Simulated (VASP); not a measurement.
AlNi, 2 atoms in the cell. The structure is cubic, space group Pm-3m (No. 221). The conventional cell has a = 2.881 Å, b = 2.881 Å, c = 2.881 Å, α = 90.00°, β = 90.00°, γ = 90.00°. Ni (site symmetry m-3m) has 8 Al at 2.50 Å and 6 Ni at 2.88 Å within 3.3 Å. Within 3.3 Å of Al (site symmetry m-3m) lie 8 Ni at 2.50 Å and 6 Al at 2.88 Å. 

```yaml
Program: VASP 6.6.1
Task: single point
Functional: PBE
Potentials_or_basis: VASP PAW PBE potentials, release 64 (Ni, Al)
Cutoff: 520 eV
k_mesh: 9 × 9 × 9
Occupations: fermi-dirac, width 0.05 eV
Spin: collinear spin, ferromagnetic start
Starting_moments: "[1.0, 0.0] μB"
Dipole_correction: no
Further_INCAR_settings: ALGO = Fast; EDIFF = 1e-07; NBANDS = 18
```

Potentials or basis: VASP PAW PBE potentials, release 64 (Ni, Al).

Launch:

```sh
$ cat potpaw_PBE.64/Ni/POTCAR potpaw_PBE.64/Al/POTCAR > POTCAR
$ mpirun -np 1 vasp_std > vasp.out
```

Hardware: 1 thread of Intel(R) Xeon(R) Platinum 8488C (Sapphire Rapids), with other jobs on the host.

**Question.** Estimate the wall time of this run.

**Answer.** Wall time 29 s on 1 thread of Intel(R) Xeon(R) Platinum 8488C (Sapphire Rapids) (shared host), peak memory 0.16 GiB. Counts: scf iterations 16, k points 35.
